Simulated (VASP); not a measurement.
**TePb: single point with r2SCAN**

TePb:

```
CELL_PARAMETERS angstrom
0.00000 3.20115 3.20115
3.20115 0.00000 3.20115
3.20115 3.20115 0.00000
ATOMIC_POSITIONS crystal
Te 0.50000 0.50000 0.50000
Pb 0.00000 0.00000 0.00000
```

This cell differs from its parent crystal: volume changed by -6%.

```json
{
  "Program": "VASP 6.6.1",
  "Task": "single point",
  "Functional": "r2SCAN",
  "Potentials or basis": "VASP PAW PBE potentials, release 64 (Te, Pb_d)",
  "Cutoff": "520 eV",
  "k mesh": "6 × 6 × 6",
  "Occupations": "gaussian, width 0.01 eV",
  "Spin": "no spin polarisation"
}
```

```yaml
Pressure: 3.0 GPa
Band_gap_on_the_k_mesh: 0.95 eV, direct
```

Levels at points of the mesh, in eV from the valence-band top:
```tsv
k point	band 8	band 9	band 10	band 11	band 12	band 13
(0.00, 0.00, 0.00)	-1.63	-1.63	-1.63	4.36	4.36	4.36
(0.50, 0.00, 0.00)	-1.13	-1.13	0.00	0.95	1.32	1.32
(0.50, 0.50, 0.00)	-4.95	-3.16	-3.16	3.44	5.92	5.92
```

It took 57 s on 1 thread of Intel Xeon 6975P-C, with other jobs on the host, peak memory 0.22 GiB.

Caveat: the PAW data sets were made with another functional, which shifts forces and pressure a little; spin-orbit coupling is left out, which moves the levels of the heavy elements. A k mesh can miss the band edges.
